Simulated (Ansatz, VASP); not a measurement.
**One calculation of Be2Cl3, two programs**

```
Be Cl
1.0
     3.10679    1.79371    5.65482
    -3.10679    1.79371    5.65482
     0.00000   -3.58741    5.65482
Be Cl
4 6
Direct
  0.85218 0.85218 0.85218
  0.64782 0.64782 0.64782
  0.14782 0.14782 0.14782
  0.35218 0.35218 0.35218
  0.05625 0.44375 0.75000
  0.75000 0.05625 0.44375
  0.44375 0.75000 0.05625
  0.94375 0.55625 0.25000
  0.25000 0.94375 0.55625
  0.55625 0.25000 0.94375
```

Alike in both runs: task relaxation of cell and atoms; functional PBE; k mesh 3 × 3 × 3; occupations gaussian, width 0.1 eV; no spin polarisation.

```csv
,VASP,Ansatz
version,VASP 6.6.1,Ansatz 0.2.0
potentials or method,"VASP PAW PBE potentials, release 64 (Be, Cl), cutoff 600 eV","scalar-relativistic, plane waves, PAW"
valence electrons in the cell,50,50
```

Ansatz gave:

- gap on the k mesh at the Fermi level, each at its own relaxed structure (eV): none
- relaxed volume (Å³/atom): 21.43
- relaxed cell length with the largest relative difference (Å): 7.764

Estimate VASP's values.

gap on the k mesh at the Fermi level, each at its own relaxed structure (eV): none; relaxed volume (Å³/atom): 26.02; relaxed cell length with the largest relative difference (Å): 9.144.

A gap of «none» marks a metal or a gap that the smearing closes. One of these differences is far larger than is usual between the two programs; its cause wasn't traced.

The k mesh is coarse, so the values compare programs but aren't converged. Noted on VASP's run: the volume moved by over 15 % at a fixed basis, so the end points are rough.
